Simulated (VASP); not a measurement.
**SnO (Romarchite): single point with PBE**

The system is SnO (Romarchite).

```
Sn O
1.0
     3.84859    0.00000    0.00000
     0.00000    3.84859    0.00000
     0.00000    0.00000    4.90450
Sn O
2 2
Direct
  0.50000 0.00000 0.23690
  0.00000 0.50000 0.76310
  0.00000 0.00000 0.00000
  0.50000 0.50000 0.00000
```

```yaml
Program: VASP 6.6.1
Task: single point
Functional: PBE
Potentials_or_basis: VASP PAW PBE potentials, release 64 (Sn_d, O)
Cutoff: 520 eV
k_mesh: 5 × 5 × 4
Occupations: gaussian, width 0.01 eV
Spin: no spin polarisation
```

* Pressure: 1.2 GPa
* Largest force: 0.038 eV/Å
* Band gap on the k mesh: 0.62 eV, indirect (least direct gap 2.03 eV)

Forces on the atoms (eV/Å):
```
Sn   0.000  0.000  0.038
Sn   0.000  0.000 -0.038
O    0.000  0.000  0.000
O    0.000  0.000  0.000
```

Stress tensor (GPa, compression positive):
```
1.32 0.00 0.00
0.00 1.32 0.00
0.00 0.00 1.09
```

Levels at points of the mesh, in eV from the valence-band top:
| k point | band 18 | band 19 | band 20 | band 21 | band 22 | band 23 |
| --- | --- | --- | --- | --- | --- | --- |
| (0.00, 0.00, 0.00) | -2.97 | -2.97 | 0.00 | 2.03 | 4.37 | 4.69 |
| (0.00, 0.00, 0.50) | -2.99 | -2.99 | -2.05 | 1.73 | 3.04 | 3.04 |

Run time: 38 s on 1 thread of Intel(R) Xeon(R) Platinum 8259CL CPU @ 2.50GHz (Skylake/Cascade Lake) (shared host), peak memory 0.19 GiB.

Caveat: spin-orbit coupling is left out, which moves the levels of the heavy elements. A k mesh can miss the band edges.
